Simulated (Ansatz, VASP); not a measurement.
# One calculation of Ti, two programs

Contents of INCAR:

```
ALGO = Normal ; EDIFF = 1E-6
ENCUT = 520 ; GGA = CA
ISIF = 2 ; ISMEAR = -1
LASPH = T ; LCHARG = F
LREAL = F ; LWAVE = F
NBANDS = 12 ; NELM = 60
PREC = Accurate ; SIGMA = 0.1
```

The input KPOINTS:

```
k-points
0
Gamma
  15 15 15
```

Contents of POSCAR:

```
Ti
1.0
    0.0000000000      2.0287860552      2.0287860552
    2.0287860552      0.0000000000      2.0287860552
    2.0287860552      2.0287860552      0.0000000000
Ti
1
Direct
    0.0000000000      0.0000000000      0.0000000000
```

Input for Ansatz:

```yaml
crystal:
  lattice:
    - [0.0, 2.0287860552, 2.0287860552]
    - [2.0287860552, 0.0, 2.0287860552]
    - [2.0287860552, 2.0287860552, 0.0]
  atoms:
    - { symbol: Ti, position: [0.0, 0.0, 0.0] }
hamiltonian:
  xc: lda
  pseudopotentials:
    kind: paw
    azcp:
      Ti: "pseudopotentials/Ti.paw.azcp"
basis:
  ecutwfc: 420
  fft_grid_basis: typed
kpoints:
  mp_grid: { grid: [15, 15, 15], shift: [0, 0, 0] }
magnetization:
  spin_polarized: false
scf:
  occupations: { method: fermi_dirac, width: 0.1 }
  lower_state_search: "off"
output:
  stress: true
```

Alike in both runs: task single point; functional LDA; k mesh 15 × 15 × 15; occupations fermi-dirac, width 0.1 eV; no spin polarisation.

|  | VASP | Ansatz |
| --- | --- | --- |
| version | VASP 6.6.1 | Ansatz 0.2.0 |
| potentials or method | VASP PAW LDA potentials, release 64 (Ti_sv), cutoff 520 eV | plane waves (420 eV) with PAW, scalar-relativistic |
| valence electrons in the cell | 12 | 12 |

```tsv
	VASP	Ansatz	Ansatz less VASP
pressure (GPa)	-4.5	-4.4	+0.11
```

Ansatz warns that its potentials were made for another functional, while VASP's fit it. LDA's correlation is that of Perdew and Zunger in VASP and of Perdew and Wang (1992) in Ansatz.
